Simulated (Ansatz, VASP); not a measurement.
**Two plane-wave programs on MoS**

```
Mo S
1.0
     0.00000    2.69539    2.69539
     2.69539    0.00000    2.69539
     2.69539    2.69539    0.00000
Mo S
1 1
Cartesian
  0.0000 0.0000 0.0000
  1.3477 1.3477 1.3477
```

Alike in both runs: task single point; functional r2SCAN; k mesh 12 × 12 × 12; occupations gaussian, width 0.05 eV; collinear spin.

|  | VASP | Ansatz |
| --- | --- | --- |
| version | VASP 6.6.1 | Ansatz 0.2.0 |
| potentials or method | VASP PAW PBE potentials, release 64 (Mo_sv, S), cutoff 520 eV | scalar-relativistic, plane waves, PAW |
| valence electrons in the cell | 20 | 20 |

VASP gave:

| Property | Result |
| --- | --- |
| gap on the k mesh at the Fermi level (eV) | none |
| pressure (GPa) | -5.7 |
| net moment per atom (μB) | 0.01 |
| size of the moment on the site where the two differ most (μB) | 0.01 |

Question: Which values does Ansatz return?

Answer: gap on the k mesh at the Fermi level (eV): none; pressure (GPa): -2.4; net moment per atom (μB): 0.62; size of the moment on the site where the two differ most (μB): 0.83.

The net moments are unlike, so the other rows may belong to different states. VASP's potentials were made for PBE, not for r2SCAN. Site moments also hang on the region over which each program counts them. A gap of «none» marks a metal or a gap that the smearing closes. Ansatz's warnings: stability check not made.
